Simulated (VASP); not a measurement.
# Zr2NbC3 (Cmmm) in VASP: notebook, part 2 of 2

VASP 6.6.1. Earlier steps stand in the parts before.

### Step 3. Relaxation of cell and atoms, PBE

This run uses another cell than the first one, of 13.58 Å³/atom.

INCAR

```
SYSTEM = Zr2NbC3
PREC     = Accurate       ! precision mode
ENCUT    = 600            ! plane-wave cutoff, eV
EDIFF    = 1E-7           ! SCF threshold, eV
ISMEAR   = 0              ! smearing method
SIGMA    = 0.1            ! smearing width, eV
LREAL    = .False.        ! projectors in reciprocal space
LASPH    = .True.         ! aspherical terms in the spheres
NELM     = 60             ! most SCF steps
ALGO     = Normal         ! electronic algorithm
ISIF     = 3              ! what is computed and relaxed
LWAVE    = .False.        ! write WAVECAR
LCHARG   = .False.        ! write CHGCAR
GGA      = PE             ! functional
IBRION   = 2              ! ionic algorithm
NSW      = 90             ! ionic steps
EDIFFG   = -0.04          ! ionic threshold
```

KPOINTS

```
Automatic mesh
0
Gamma
  4 4 6
  0 0 0
```

POSCAR

```
Zr2NbC3
1.0
    3.3637298106     -3.6246787796      0.0000000000
    3.3637298106      3.6246787796      0.0000000000
    0.0000000000      0.0000000000      3.3413240547
Zr Nb C
2 1 3
Direct
    0.5000000000      0.0000000000      0.5000000000
    0.0000000000      0.5000000000      0.5000000000
    0.0000000000      0.0000000000      0.0000000000
    0.7137858528      0.2862141472      0.0000000000
    0.2862141472      0.7137858528      0.0000000000
    0.5000000000      0.5000000000      0.5000000000
```

Potentials or basis: VASP PAW PBE potentials, release 64 (Zr_sv, Nb_sv, C).

On the command line:

```
$ cat potpaw_PBE.64/Zr_sv/POTCAR potpaw_PBE.64/Nb_sv/POTCAR potpaw_PBE.64/C/POTCAR > POTCAR
$ mpirun -np 1 vasp_std > vasp.out
```

OUTCAR:

```text
SYSTEM = Zr2NbC3
   PREC = Accurate
   ENCUT = 600
   EDIFF = 1E-7
   ISMEAR = 0
   LREAL = .False.
   LASPH = .True.
   NELM = 60
   ISIF = 3
   GGA = PE
   IBRION = 2
   NSW = 90
   EDIFFG = -0.04

 ion  position               nearest neighbor table
   1  0.500  0.000  0.500-   4 2.39   5 2.39   4 2.39   5 2.39   6 2.47   6 2.47   3 2.98   3 2.98
                             3 2.98   3 2.98   2 3.36   2 3.36   2 3.62   2 3.62
   2  0.000  0.500  0.500-   4 2.39   5 2.39   4 2.39   5 2.39   6 2.47   6 2.47   3 2.98   3 2.98
                             3 2.98   3 2.98   1 3.36   1 3.36   1 3.62   1 3.62
   3  0.000  0.000  0.000-   4 2.07   5 2.07   1 2.98   2 2.98   1 2.98   2 2.98   2 2.98   2 2.98
                             1 2.98   1 2.98
   4  0.714  0.286  0.000-   3 2.07   2 2.39   1 2.39   1 2.39   2 2.39
   5  0.286  0.714  0.000-   3 2.07   2 2.39   1 2.39   1 2.39   2 2.39
   6  0.500  0.500  0.500-   1 2.47   2 2.47   1 2.47   2 2.47

  LATTYP: Found a base centered orthorhombic cell.
 ALAT       =     6.7274596212
 B/A-ratio  =     1.0775772680
 C/A-ratio  =     0.4966695072

  Lattice vectors:

 A1 = (   3.3637298106,  -3.6246787796,   0.0000000000)
[... 187 lines left out ...]

------------------------ aborting loop because EDIFF is reached ----------------------------------------

  FORCE on cell =-STRESS in cart. coord.  units (eV):
  Direction    XX          YY          ZZ          XY          YZ          ZX
  --------------------------------------------------------------------------------------
  -------------------------------------------------------------------------------------
  Total        0.5129202      0.0238035     -0.3001883      0.0000000      0.0000000      0.0000000
  in kB       10.0860508      0.4680706     -5.9028951      0.0000000      0.0000000      0.0000000
  external PRESSURE =       1.5504087 kB  Pullay stress =       0.0000000 kB
[... 107 lines left out ...]
--------------------------------------- Ionic step        4  -------------------------------------------

 number of electron      49.0000002 magnetization

 Free energy of the ion-electron system (eV)
  ---------------------------------------------------
  ext. energy  EPLUGINS =         0.00000000
  ---------------------------------------------------
  free energy    TOTEN  =       -51.69460247 eV

  energy without entropy =      -51.67898918  energy(sigma->0) =      -51.68679583

 E-fermi :   9.1745     XC(G=0): -11.9335

 val. band max:        9.1634607022   @ k =  -0.2500   0.2500   0.3333
 cond. band min:       9.1847492620   @ k =   0.5000   0.0000   0.0000
 fundamental gap:      0.0212885598
 Fermi energy:         9.1744506784

 k-point     1 :       0.0000    0.0000    0.0000
  band No.  band energies     occupation
      1     -45.2956      2.00000
      2     -39.1262      2.00000
      3     -39.0906      2.00000
      4     -21.6531      2.00000
      5     -21.5411      2.00000
      6     -21.2618      2.00000
[... 757 lines left out ...]
     28      11.3344      0.00000
     29      11.6333      0.00000

 [... further k-points ...]
[... 5 lines left out ...]
  --------------------------------------------------------------------------------------
  -------------------------------------------------------------------------------------
  Total        0.0594576     -0.1797401      0.0657538      0.0000000      0.0000000      0.0000000
  in kB        1.1661582     -3.5252905      1.2896471      0.0000000      0.0000000      0.0000000
  external PRESSURE =      -0.3564951 kB  Pullay stress =       0.0000000 kB
[... 21 lines left out ...]
  FREE ENERGIE OF THE ION-ELECTRON SYSTEM (eV)
  ---------------------------------------------------
  free  energy   TOTEN  =       -51.6946024731 eV

  energy  without entropy=      -51.6789891790  energy(sigma->0) =      -51.68679583

 reached required accuracy - stopping structural energy minimisation
```

OSZICAR:

```text
N       E                     dE             d eps       ncg     rms          rms(c)
DAV:   1     0.524334891984E+03    0.52433E+03   -0.27968E+04  1624   0.188E+03
DAV:   2    -0.392950510739E+01   -0.52826E+03   -0.51499E+03  1942   0.566E+02
DAV:   3    -0.544176233932E+02   -0.50488E+02   -0.48719E+02  2800   0.134E+02
[... 45 lines left out ...]
DAV:   6    -0.516946014393E+02   -0.15341E-05   -0.66340E-06  2630   0.148E-02    0.563E-03
DAV:   7    -0.516946022292E+02   -0.78985E-06   -0.21455E-06  2424   0.811E-03    0.259E-03
DAV:   8    -0.516946023652E+02   -0.13604E-06   -0.61755E-07  1924   0.464E-03    0.103E-03
DAV:   9    -0.516946024682E+02   -0.10303E-06   -0.46545E-08  1097   0.199E-03    0.334E-04
DAV:  10    -0.516946024731E+02   -0.48922E-08   -0.12376E-08  1027   0.113E-03
   4 F= -.51694602E+02 E0= -.51686796E+02  d E =-.324946E-03
```

CONTCAR:

```text
Zr2NbC3
   1.00000000000000
     3.3917205726151853   -3.6313302960914307    0.0000000000000000
     3.3917205726151853    3.6313302960914307    0.0000000000000000
     0.0000000000000000    0.0000000000000000    3.3162313910984649
  Zr              Nb              C
     2     1     3
Direct
     0.5000000000000000    1.0000000000000000    0.5000000000000000
     0.0000000000000000    0.5000000000000000    0.5000000000000000
     0.0000000000000000    0.0000000000000000    0.0000000000000000
     0.7151204908638288    0.2848795091361712    0.0000000000000000
     0.2848795091361712    0.7151204908638288    1.0000000000000000
     0.5000000000000000    0.5000000000000000    0.5000000000000000

  0.00000000E+00  0.00000000E+00  0.00000000E+00
  0.00000000E+00  0.00000000E+00  0.00000000E+00
  0.00000000E+00  0.00000000E+00  0.00000000E+00
  0.00000000E+00  0.00000000E+00  0.00000000E+00
  0.00000000E+00  0.00000000E+00  0.00000000E+00
  0.00000000E+00  0.00000000E+00  0.00000000E+00
```

Wall time 4.6 min (1 thread of Intel Xeon 8259CL, shared host); peak memory 0.26 GiB.

Results:

| Quantity | Value |
| --- | --- |
| Free energy | -51.6946 eV |
| Relaxed volume | 13.61 Å³/atom |
| Relaxed cell | a = 4.969 Å, b = 4.969 Å, c = 3.316 Å, α = 90.00°, β = 90.00°, γ = 93.91° |
| Space group after relaxing (to 0.1 Å) | Cmmm (No. 65) |
| Energy gained by relaxing | 0.7 meV/atom |
| Ionic steps | 4 |
| Pressure after relaxing | 0.0 GPa |
| Largest force after relaxing | 0.016 eV/Å |
| Band gap on the k mesh | zero (an odd number of electrons rules out a gap without spin polarisation) |

Forces on the atoms (eV/Å):
```
Zr   0.000  0.000  0.000
Zr   0.000  0.000  0.000
Nb   0.000  0.000  0.000
C    0.000  0.016  0.000
C    0.000 -0.016  0.000
C    0.000  0.000  0.000
```

Step by step:
```
step  energy change (eV)  largest force (eV/Å)  pressure (GPa)  volume (Å³)
   1              0.0000                0.1170            0.16        81.48
   2             -0.0031                0.0338            0.02        81.63
   3             -0.0040                0.0400           -0.10        81.77
   4             -0.0044                0.0164           -0.04        81.69
```

Final structure:
```yaml
crystal:
  lattice:
    - [3.39172, -3.63133, 0.00000]
    - [3.39172, 3.63133, 0.00000]
    - [0.00000, 0.00000, 3.31623]
  atoms:
    - { symbol: Zr, position: [0.50000, 0.00000, 0.50000] }
    - { symbol: Zr, position: [0.00000, 0.50000, 0.50000] }
    - { symbol: Nb, position: [0.00000, 0.00000, 0.00000] }
    - { symbol: C, position: [0.71512, 0.28488, 0.00000] }
    - { symbol: C, position: [0.28488, 0.71512, 0.00000] }
    - { symbol: C, position: [0.50000, 0.50000, 0.50000] }
```

### Step 4. Single point, PBE

This run uses another cell than the first one, of 13.60 Å³/atom.

INCAR

```
SYSTEM = Zr2NbC3
PREC = Accurate
ENCUT = 520
EDIFF = 1E-6
ISMEAR = 0
SIGMA = 0.1
LREAL = .FALSE.
LASPH = .TRUE.
NELM = 60
ALGO = Normal
ISIF = 2
LWAVE = .FALSE.
LCHARG = .FALSE.
GGA = PE
NBANDS = 34
```

KPOINTS

```
Automatic mesh
0
G
  8 8 12
  0 0 0
```

POSCAR

```
Zr2NbC3
1.0
    3.3810785111     -3.6236086606      0.0000000000
    3.3810785111      3.6236086606      0.0000000000
    0.0000000000      0.0000000000      3.3312093982
Zr Nb C
2 1 3
Direct
    0.5000000000      0.0000000000      0.5000000000
    0.0000000000      0.5000000000      0.5000000000
    0.0000000000      0.0000000000      0.0000000000
    0.7146611589      0.2853388411      0.0000000000
    0.2853388411      0.7146611589      0.0000000000
    0.5000000000      0.5000000000      0.5000000000
```

On the command line:

```
$ cat potpaw_PBE.64/Zr_sv/POTCAR potpaw_PBE.64/Nb_sv/POTCAR potpaw_PBE.64/C/POTCAR > POTCAR
$ mpirun -np 1 vasp_std > vasp.out
```

Run time: 7.7 min. Hardware: 1 thread of Intel Xeon 8259CL, shared host; peak memory 0.48 GiB.

It converged, with:

```
Free energy            : -51.6873 eV
Pressure               : 0.0 GPa
Largest force          : 0.014 eV/Å
Band gap on the k mesh : zero (an odd number of electrons rules out a gap without spin polarisation)
```

Forces on the atoms (eV/Å):
```
Zr   0.000  0.000  0.000
Zr   0.000  0.000  0.000
Nb   0.000  0.000  0.000
C    0.000 -0.014  0.000
C    0.000  0.014  0.000
C    0.000  0.000  0.000
```

Stress tensor (GPa, compression positive):
```
 0.16  0.00  0.00
 0.00 -0.13  0.00
 0.00  0.00  0.08
```

Levels at points of the mesh, in eV from the Fermi level:
| k point | band 21 | band 22 | band 23 | band 24 | band 25 | band 26 | band 27 | band 28 | band 29 | band 30 |
| --- | --- | --- | --- | --- | --- | --- | --- | --- | --- | --- |
| (0.00, 0.00, 0.00) | -1.92 | -1.49 | -0.66 | -0.22 | 0.59 | 0.94 | 1.41 | 2.65 | 2.87 | 2.99 |
| (0.50, 0.00, 0.00) | -1.92 | -1.86 | -0.39 | 0.04 | 0.05 | 0.44 | 1.42 | 1.70 | 1.94 | 2.47 |
| (0.50, 0.50, 0.00) | -1.49 | -1.41 | -0.98 | -0.92 | 0.23 | 0.46 | 0.78 | 1.43 | 2.23 | 3.07 |
| (0.00, 0.00, 0.50) | -1.22 | -1.11 | -1.09 | -0.59 | -0.35 | 0.47 | 0.57 | 3.15 | 3.21 | 3.50 |
| (0.50, 0.00, 0.50) | -2.06 | -1.92 | -1.69 | -1.04 | -0.54 | 1.52 | 1.85 | 2.21 | 2.48 | 3.88 |
| (0.50, 0.50, 0.50) | -1.93 | -1.53 | -0.66 | -0.58 | -0.54 | 0.69 | 2.64 | 3.09 | 3.55 | 3.63 |

### Step 5. The runs side by side

| task | cell | k mesh | cutoff (eV) | gap on the mesh (eV) | pressure (GPa) | relaxed volume (Å³/atom) | largest force (eV/Å) |
| --- | --- | --- | --- | --- | --- | --- | --- |
| relaxation of cell and atoms | relaxed from a = 5.027, b = 5.027, c = 4.030 Å, angles 90.0, 90.0, 121.9°, 6 atoms, atomic positions A | 4 × 4 × 4 | 600 | none | 0.0 | 13.59 | 0.03 |
| relaxation of cell and atoms | relaxed from a = 4.945, b = 4.945, c = 3.341 Å, angles 90.0, 90.0, 94.3°, 6 atoms, atomic positions B | 4 × 4 × 6 | 600 | none | 0.0 | 13.61 | 0.02 |
| single point | a = 4.956, b = 4.956, c = 3.331 Å, angles 90.0, 90.0, 94.0°, 6 atoms, atomic positions B | 8 × 8 × 12 | 520 | none | 0.0 | - | 0.01 |

Alike in all rows: level PBE; potentials or basis VASP PAW PBE potentials, release 64 (Zr_sv, Nb_sv, C); no spin polarisation; smearing gaussian 0.1 eV.

Caveats: some runs use coarse meshes; a cell axis changed by over 15 % at a fixed basis, so the end point is rough (at least some runs).

Total energies depend on the potentials used, so only differences within one code and one set of settings carry meaning.
